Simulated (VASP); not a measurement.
Here is a VASP 6.6.1 calculation.

File INCAR:

```
SYSTEM = Mg3Sb2
PREC = Accurate
ENCUT = 600
EDIFF = 1E-7
ISMEAR = -1
SIGMA = 0.02
LREAL = .FALSE.
LASPH = .TRUE.
NELM = 120
ALGO = Normal
ISIF = 3
LWAVE = .FALSE.
LCHARG = .FALSE.
GGA = PE
IBRION = 2
NSW = 80
EDIFFG = -0.005
GGA_COMPAT = .FALSE.
NELMIN = 4
```

The input KPOINTS:

```
Automatic mesh
0
G
  6 6 4
  0 0 0
```

The input POSCAR:

```
Mg3Sb2
1.0
    4.5166701600      0.0000000000      0.0000000000
   -2.2583350800      3.9115510991      0.0000000000
    0.0000000000      0.0000000000      7.2266722560
Mg Sb
3 2
Direct
    0.0000000000      0.0000000000      0.0000000000
    0.3333333333      0.6666666667      0.6300000000
    0.6666666667      0.3333333333      0.3700000000
    0.3333333333      0.6666666667      0.2400000000
    0.6666666667      0.3333333333      0.7600000000
```

Potentials or basis: VASP PAW PBE potentials, release 64 (Mg, Sb).

Launch:

```sh
$ cat potpaw_PBE.64/Mg/POTCAR potpaw_PBE.64/Sb/POTCAR > POTCAR
$ mpirun -np 1 vasp_std > vasp.out
```

(1) Estimate the band gap on the k mesh.

(2) What does it give for the relaxed cell?

(3) What does it give for the space group after relaxing (to 0.05 Å)?

Results:

(1) 0.24 eV, indirect (least direct gap 0.99 eV).

(2) a = 4.600 Å, b = 4.600 Å, c = 7.263 Å, α = 90.00°, β = 90.00°, γ = 120.00°.

(3) P-3m1 (No. 164).

Caveat: spin-orbit coupling is left out, which moves the levels of the heavy elements.
